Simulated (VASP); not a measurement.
La3Ir5:

```xyz
8
Lattice="-3.4095 3.4095 3.4095 3.4095 -3.4095 3.4095 3.4095 3.4095 -3.4095" Properties=species:S:1:pos:R:3 pbc="T T T"
La    3.4095    0.0000    0.0000
La    0.0000    0.0000    3.4095
La    0.0000    3.4095    0.0000
Ir    0.0000    0.0000    0.0000
Ir    1.7048    1.7048   -1.7048
Ir    1.7048   -1.7048    1.7048
Ir   -1.7048    1.7048    1.7048
Ir    1.7048    1.7048    1.7048
```

The cell was generated, and may not be a known phase.

| Quantity | Value |
| --- | --- |
| Program | VASP 6.6.1 |
| Task | relaxation of cell and atoms |
| Functional | PBE |
| Potentials or basis | VASP PAW PBE potentials, release 64 (La, Ir) |
| Cutoff | 600 eV |
| k mesh | 4 × 4 × 4 |
| Occupations | gaussian, width 0.1 eV |
| Spin | no spin polarisation |

At the start: pressure 5.2 GPa; volume 19.82 Å³/atom.

Problem. Where does the relaxation end?

Solution. Over 3 steps the energy falls by 11.8 meV/atom and the volume is 20.58 Å³/atom (+3.8 %); space group Im-3m (No. 229, to 0.1 Å) before and after.

Step by step:
| step | energy change (eV) | largest force (eV/Å) | pressure (GPa) | volume (Å³) |
| --- | --- | --- | --- | --- |
| 1 | 0.0000 | 0.0000 | 5.24 | 158.54 |
| 2 | 0.0991 | 0.0000 | -6.31 | 173.89 |
| 3 | -0.0948 | 0.0000 | -0.07 | 164.63 |

Final structure:
```cif
data_structure
_symmetry_space_group_name_H-M 'P 1'
_symmetry_Int_Tables_number 1
_cell_length_a 5.9801
_cell_length_b 5.9801
_cell_length_c 5.9801
_cell_angle_alpha 109.471
_cell_angle_beta 109.471
_cell_angle_gamma 109.471
_cell_volume 164.63
loop_
_atom_site_label
_atom_site_type_symbol
_atom_site_fract_x
_atom_site_fract_y
_atom_site_fract_z
_atom_site_occupancy
La1 La 0.00000 0.50000 0.50000 1
La2 La 0.50000 0.50000 0.00000 1
La3 La 0.50000 0.00000 0.50000 1
Ir1 Ir 0.00000 0.00000 0.00000 1
Ir2 Ir 0.00000 0.00000 0.50000 1
Ir3 Ir 0.00000 0.50000 0.00000 1
Ir4 Ir 0.50000 0.00000 0.00000 1
Ir5 Ir 0.50000 0.50000 0.50000 1
```
